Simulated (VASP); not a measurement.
CoSi2:

```
Co Si
1.0
     0.00000    2.65642    2.65642
     2.65642    0.00000    2.65642
     2.65642    2.65642    0.00000
Co Si
1 2
Direct
  0.00000 0.00000 0.00000
  0.75000 0.75000 0.75000
  0.25000 0.25000 0.25000
```

* Program: VASP 6.6.1
* Task: relaxation of cell and atoms
* Functional: LDA
* Potentials or basis: VASP PAW LDA potentials, release 64 (Co, Si)
* Cutoff: 600 eV
* k mesh: 14 × 14 × 14
* Occupations: gaussian, width 0.1 eV
* Spin: no spin polarisation

At the start: pressure -4.1 GPa; volume 12.50 Å³/atom.

**Question.** Where does the relaxation end?

**Answer.** Over 4 steps the energy falls by 3.3 meV/atom and the volume is 12.23 Å³/atom (-2.1 %); space group Fm-3m (No. 225, to 0.05 Å).

The path:
| step | energy change (eV) | largest force (eV/Å) | pressure (GPa) | volume (Å³) |
| --- | --- | --- | --- | --- |
| 1 | 0.0000 | 0.0000 | -4.07 | 37.49 |
| 2 | 0.0053 | 0.0000 | 5.62 | 35.80 |
| 3 | -0.0100 | 0.0000 | -0.07 | 36.71 |
| 4 | -0.0100 | 0.0000 | -0.03 | 36.70 |

Final structure:
```
Co Si
1.0
     0.00000    2.63754    2.63754
     2.63754    0.00000    2.63754
     2.63754    2.63754    0.00000
Co Si
1 2
Direct
  0.00000 0.00000 0.00000
  0.75000 0.75000 0.75000
  0.25000 0.25000 0.25000
```
